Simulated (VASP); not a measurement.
# Pt in VASP: relaxation of the atoms with PBE

Aim: the relaxation of the atoms of Pt with PBE.

Program: VASP 6.6.1. These are calculated values, not measurements. Logs are shortened: lines on timing, memory, paths and dates and some standing lists are left out, and cuts for length are marked.

## Step 1: The cell of the first run

The cell holds a sheet with vacuum, 1 atom: a = 2.523 Å, b = 2.523 Å, c = 23.800 Å, α = 90.00°, β = 90.00°, γ = 90.00°.

## Step 2: Relaxation of the atoms, PBE

File INCAR:

```
ALGO = Normal ; DIPOL = 0.5 0.5 0.294
EDIFF = 1E-6 ; EDIFFG = -0.02
ENCUT = 520 ; GGA = PE
IBRION = 2 ; IDIPOL = 3
ISIF = 2 ; ISMEAR = -1
LASPH = T ; LCHARG = F
LDIPOL = T ; LREAL = F
LWAVE = F ; NELM = 60
NSW = 80 ; PREC = Accurate
SIGMA = 0.05
```

File KPOINTS:

```
k-points
0
Gamma
  10 10 1
```

File POSCAR:

```
Pt
1.0
    2.5230800000      0.0000000000      0.0000000000
    0.0000000000      2.5230800000      0.0000000000
    0.0000000000      0.0000000000     23.8000000000
Pt
1
Direct
    0.0000000000      0.0000000000      0.2941200000
```

Potentials or basis: VASP PAW PBE potentials, release 64 (Pt).

The run is started by

```bash
$ cat potpaw_PBE.64/Pt/POTCAR > POTCAR
$ mpirun -np 1 vasp_std > vasp.out
```

OUTCAR:

```text
EDIFF = 1E-6
   EDIFFG = -0.02
   ENCUT = 520
   GGA = PE
   IBRION = 2
   ISIF = 2
   ISMEAR = -1
   LASPH = T
   LREAL = F
   NELM = 60
   NSW = 80
   PREC = Accurate

 ion  position               nearest neighbor table
   1  0.000  0.000  0.294-

  LATTYP: Found a simple tetragonal cell.
 ALAT       =     2.5230800000
 C/A-ratio  =     9.4329153257

  Lattice vectors:

 A1 = (   2.5230800000,   0.0000000000,   0.0000000000)
 A2 = (   0.0000000000,   2.5230800000,   0.0000000000)
 A3 = (   0.0000000000,   0.0000000000,  23.8000000000)

Analysis of symmetry for initial positions (statically):
=====================================================================
 Subroutine PRICEL returns:
 Original cell was already a primitive cell.

 Routine SETGRP: Setting up the symmetry group for a
 simple tetragonal supercell.

 Subroutine GETGRP returns: Found 16 space group operations
 (whereof  8 operations were pure point group operations)
 out of a pool of 16 trial point group operations.

The static configuration has the point symmetry C_4v.
 The point group associated with its full space group is D_4h.

Analysis of symmetry for dynamics (positions and initial velocities):
=====================================================================
 Subroutine PRICEL returns:
 Original cell was already a primitive cell.

 Routine SETGRP: Setting up the symmetry group for a
 simple tetragonal supercell.

 Subroutine GETGRP returns: Found 16 space group operations
 (whereof  8 operations were pure point group operations)
 out of a pool of 16 trial point group operations.

The dynamic configuration has the point symmetry C_4v.
 The point group associated with its full space group is D_4h.

 Subroutine INISYM returns: Found 16 space group operations
 (whereof  8 operations are pure point group operations),
 and found     1 'primitive' translations

----------------------------------------------------------------------------------------

                                     Primitive cell

  volume of cell :     151.5092

  direct lattice vectors                    reciprocal lattice vectors
     2.523080000  0.000000000  0.000000000     0.396340980  0.000000000  0.000000000
     0.000000000  2.523080000  0.000000000     0.000000000  0.396340980  0.000000000
     0.000000000  0.000000000 23.800000000     0.000000000  0.000000000  0.042016807

  length of vectors
     2.523080000  2.523080000 23.800000000     0.396340980  0.396340980  0.042016807

  position of ions in fractional coordinates (direct lattice)
     0.000000000  0.000000000  0.294120000

  ion indices of the primitive-cell ions
   primitive index   ion index
                 1           1

----------------------------------------------------------------------------------------

 KPOINTS: k-points

Automatic generation of k-mesh.
 Grid dimensions read from file:
 generate k-points for:   10   10    1

 Generating k-lattice:

  Cartesian coordinates                     Fractional coordinates (reciprocal lattice)
     0.039634098  0.000000000  0.000000000     0.100000000  0.000000000  0.000000000
     0.000000000  0.039634098  0.000000000     0.000000000  0.100000000  0.000000000
     0.000000000  0.000000000  0.042016807     0.000000000  0.000000000  1.000000000

  Length of vectors
     0.039634098  0.039634098  0.042016807

  Shift w.r.t. Gamma in fractional coordinates (k-lattice)
     0.000000000  0.000000000  0.000000000

 Subroutine IBZKPT returns following result:
 ===========================================

 Found     21 irreducible k-points:

 Following reciprocal coordinates:
            Coordinates               Weight
  0.000000  0.000000  0.000000      1.000000
  0.100000  0.000000  0.000000      4.000000
  0.200000  0.000000  0.000000      4.000000
  0.300000  0.000000  0.000000      4.000000
  0.400000  0.000000  0.000000      4.000000
  0.500000  0.000000  0.000000      2.000000
[... 13 lines left out ...]
  0.500000  0.400000  0.000000      4.000000
  0.500000  0.500000  0.000000      1.000000
   k-points           NKPTS =     21   k-points in BZ     NKDIM =     21   number of bands    NBANDS=      9
   number of dos      NEDOS =    301   number of ions     NIONS =      1
   total plane-waves  NPLWV =  72000
   dimension x,y,z NGX =    20 NGY =   20 NGZ =  180
   dimension x,y,z NGXF=    40 NGYF=   40 NGZF=  360
   ions per type =               1
   NGX,Y,Z   is equivalent  to a cutoff of  13.18, 13.18, 12.57 a.u.
   NGXF,Y,Z  is equivalent  to a cutoff of  26.36, 26.36, 25.15 a.u.
 SYSTEM =  unknown system
   PREC   = accura    normal or accurate (medium, high low for compatibility)
   ISTART =      0    job   : 0-new  1-cont  2-samecut
   ICHARG =      2    charge: 1-file 2-atom 10-const
   ISPIN  =      1    spin polarized calculation?
   LNONCOLLINEAR =      F non collinear calculations
   LSORBIT =      F    spin-orbit coupling
   LASPH  =      T    aspherical Exc in radial PAW
   ENCUT  =  520.0 eV  38.22 Ry    6.18 a.u.   4.69  4.69 44.25*2*pi/ulx,y,z
   NELM   =     60;   NELMIN=  2; NELMDL= -5     # of ELM steps
   EDIFF  = 0.1E-05   stopping-criterion for ELM
   LREAL  =      F    real-space projection
   EDIFFG = -.2E-01   stopping-criterion for IOM
   NSW    =     80    number of steps for IOM
   IBRION =      2    ionic relax: 0-MD 1-quasi-New 2-CG
   NFREE  =      1    steps in history (QN), initial steepest desc. (CG)
   ISIF   =      2    stress and relaxation
   ISYM   =      2    0-nonsym 1-usesym 2-fastsym
   POTIM  = 0.5000    time-step for ionic-motion
   TEBEG  =    0.0;   TEEND  =   0.0 temperature during run
   PSTRESS=    0.0 pullay stress
   NELECT =      10.0000    total number of electrons
   NUPDOWN=      -1.0000    fix difference up-down
   EMIN   =  10.00;   EMAX   =-10.00  energy-range for DOS
   EFERMI =   0.00;   METHOD = LEGACY
   ISMEAR =    -1;   SIGMA  =   0.05  broadening in eV -4-tet -1-fermi 0-gaus
   EFERMI_NEDOS =   21; number of points for ismear=-14 and -15
   IALGO  =     38    algorithm
   IMIX   =      4    mixing-type and parameters
     AMIX     =   0.40;   BMIX     =  1.00
     AMIX_MAG =   1.60;   BMIX_MAG =  1.00
  volume/ion in A,a.u.               =     151.51      1022.43
  Fermi-wavevector in a.u.,A,eV,Ry     =   0.661599  1.250242  5.955459  0.437714
  Thomas-Fermi vector in A             =   1.734409
   LORBIT       =      0    0 simple, 1 ext, 2 COOP (PROOUT), +10 PAW based schemes
   GGA     = PE    functional components
   LHFCALC =     F    Hartree Fock is set to
   AEXX    =    0.0000 exact exchange contribution
   IVDW    =     0    specifies the selected vdW correction
   LEPSILON=     F    determine dielectric tensor
   LRPA    =     F    only Hartree local field effects (RPA)
 conjugate gradient relaxation of ions
 non-spin polarized calculation
  energy-cutoff  :      520.00
  volume of cell :      151.51
 maximum number of plane-waves:      4149
 NGX is ok and might be reduce to    20
   NGX =  9   NGY =  9   NGZ = 89

 number of electron      10.0000003 magnetization

 dipolmoment           0.000000      0.000000     -0.000008 electrons x Angstroem

 Free energy of the ion-electron system (eV)
  ---------------------------------------------------
  ext. energy  EPLUGINS =         0.00000000
  ---------------------------------------------------
  free energy    TOTEN  =        -4.78089144 eV

  energy without entropy =       -4.76380577  energy(sigma->0) =       -4.77234860

 E-fermi :  -4.5710     XC(G=0):  -2.0736

 val. band max:       -4.6160001585   @ k =   0.4000   0.1000   0.0000
 cond. band min:      -4.5683441959   @ k =   0.5000   0.1000   0.0000
 fundamental gap:      0.0476559626
 Fermi energy:        -4.5709630519

 k-point     1 :       0.0000    0.0000    0.0000
  band No.  band energies     occupation
      1     -11.6180      2.00000
      2     -10.3706      2.00000
      3      -6.7520      2.00000
      4      -4.4957      0.36354
      5      -4.4957      0.36354
      6      -3.5726      0.00000
      7      -2.7336      0.00000
      8       1.4014      0.00000
      9       1.8311      0.00000

 k-point     2 :       0.1000    0.0000    0.0000
  band No.  band energies     occupation
      1     -11.2869      2.00000
      2     -10.0919      2.00000
      3      -6.6441      2.00000
      4      -5.2392      2.00000
      5      -4.4609      0.19917
      6      -3.8602      0.00000
      7      -2.0346      0.00000
      8       1.6281      0.00000
      9       2.0575      0.00000

 k-point     3 :       0.2000    0.0000    0.0000
  band No.  band energies     occupation
      1     -10.7023      2.00000
      2      -8.9381      2.00000
      3      -6.4162      2.00000
      4      -6.3430      2.00000
      5      -4.5509      0.80194
      6      -4.3684      0.03422
      7      -0.8471      0.00000
      8       2.3061      0.00000
      9       2.7982      0.00000

 k-point     4 :       0.3000    0.0000    0.0000
  band No.  band energies     occupation
      1     -10.2498      2.00000
      2      -7.4400      2.00000
      3      -6.8107      2.00000
      4      -5.9187      2.00000
      5      -5.3077      2.00000
      6      -4.2517      0.00337
      7       0.5213      0.00000
      8       3.4303      0.00000
      9       3.9283      0.00000

 k-point     5 :       0.4000    0.0000    0.0000
  band No.  band energies     occupation
      1      -9.9273      2.00000
      2      -8.1175      2.00000
      3      -5.8604      2.00000
      4      -5.5572      2.00000
      5      -4.2122      0.00153
      6      -4.1552      0.00049
      7       2.0136      0.00000
      8       3.4418      0.00000
      9       4.9999      0.00000

 k-point     6 :       0.5000    0.0000    0.0000
  band No.  band energies     occupation
      1      -9.8050      2.00000
      2      -8.3533      2.00000
      3      -6.0599      2.00000
      4      -5.3909      2.00000
      5      -4.1179      0.00023
      6      -2.5930      0.00000
      7       1.8362      0.00000
      8       2.9483      0.00000
      9       6.2660      0.00000
[... 133 lines left out ...]
 k-point    18 :       0.5000    0.3000    0.0000
  band No.  band energies     occupation
      1      -9.3937      2.00000
      2      -7.7626      2.00000
      3      -6.5116      2.00000
      4      -5.6328      2.00000
      5      -4.6650      1.73535
      6       1.4582      0.00000
      7       2.3662      0.00000
      8       6.1779      0.00000
      9       7.6383      0.00000

 k-point    19 :       0.4000    0.4000    0.0000
  band No.  band energies     occupation
      1      -9.9050      2.00000
      2      -7.3734      2.00000
      3      -7.1785      2.00000
      4      -4.8954      1.99697
      5      -3.4809      0.00000
      6       0.0613      0.00000
      7       5.3396      0.00000
      8       6.3956      0.00000
      9       8.5897      0.00000

 k-point    20 :       0.5000    0.4000    0.0000
  band No.  band energies     occupation
      1     -10.1537      2.00000
      2      -7.5130      2.00000
      3      -7.1785      2.00000
      4      -4.7902      1.97536
      5      -2.8162      0.00000
      6       2.7747      0.00000
      7       2.8451      0.00000
      8       7.8742      0.00000
      9       8.2163      0.00000

 k-point    21 :       0.5000    0.5000    0.0000
  band No.  band energies     occupation
      1     -10.4156      2.00000
      2      -7.4134      2.00000
      3      -7.4134      2.00000
      4      -4.6714      1.76339
      5      -1.6311      0.00000
      6       3.3428      0.00000
      7       3.3428      0.00000
      8       8.0875      0.00000
      9       8.4085      0.00000

------------------------ aborting loop because EDIFF is reached ----------------------------------------

 vacuum level on the upper side and lower side of the slab       (xc-potential included)        -0.223        -0.249

  FORCE on cell =-STRESS in cart. coord.  units (eV):
  Direction    XX          YY          ZZ          XY          YZ          ZX
  --------------------------------------------------------------------------------------
  -------------------------------------------------------------------------------------
  Total       -0.0408782     -0.0408782     -0.0119910      0.0000000      0.0000000      0.0000000
  in kB       -0.4322784     -0.4322784     -0.1268020      0.0000000      0.0000000      0.0000000
  external PRESSURE =      -0.3304529 kB  Pullay stress =       0.0000000 kB

 VOLUME and BASIS-vectors are now :
 -----------------------------------------------------------------------------
  energy-cutoff  :      520.00
  volume of cell :      151.51
      direct lattice vectors                 reciprocal lattice vectors
     2.523080000  0.000000000  0.000000000     0.396340980  0.000000000  0.000000000
     0.000000000  2.523080000  0.000000000     0.000000000  0.396340980  0.000000000
     0.000000000  0.000000000 23.800000000     0.000000000  0.000000000  0.042016807

 POSITION                                       TOTAL-FORCE (eV/Angst)
 -----------------------------------------------------------------------------------
      0.00000      0.00000      7.00006         0.000000      0.000000     -0.000000
 -----------------------------------------------------------------------------------
    total drift:                                0.000000      0.000000     -0.000088

  FREE ENERGIE OF THE ION-ELECTRON SYSTEM (eV)
  ---------------------------------------------------
  free  energy   TOTEN  =        -4.7808914374 eV

  energy  without entropy=       -4.7638057709  energy(sigma->0) =       -4.77234860

 reached required accuracy - stopping structural energy minimisation

 vacuum level on the upper side and lower side of the slab         1.539         1.541
```

It took 45 s on 1 thread of Intel Xeon 8259CL, shared host; peak memory 0.24 GiB.

What came out:

- Free energy: -4.7809 eV
- Band gap on the k mesh: zero (bands 5 and 6 overlap by 3.71 eV)

Final structure:
```yaml
crystal:
  lattice:
    - [2.52308, 0.00000, 0.00000]
    - [0.00000, 2.52308, 0.00000]
    - [0.00000, 0.00000, 23.80000]
  atoms:
    - { symbol: Pt, position: [0.00000, 0.00000, 0.29412] }
```

Caveat: the relaxation stopped at its first step, so nothing moved; spin-orbit coupling is left out, which moves the levels of the heavy elements.
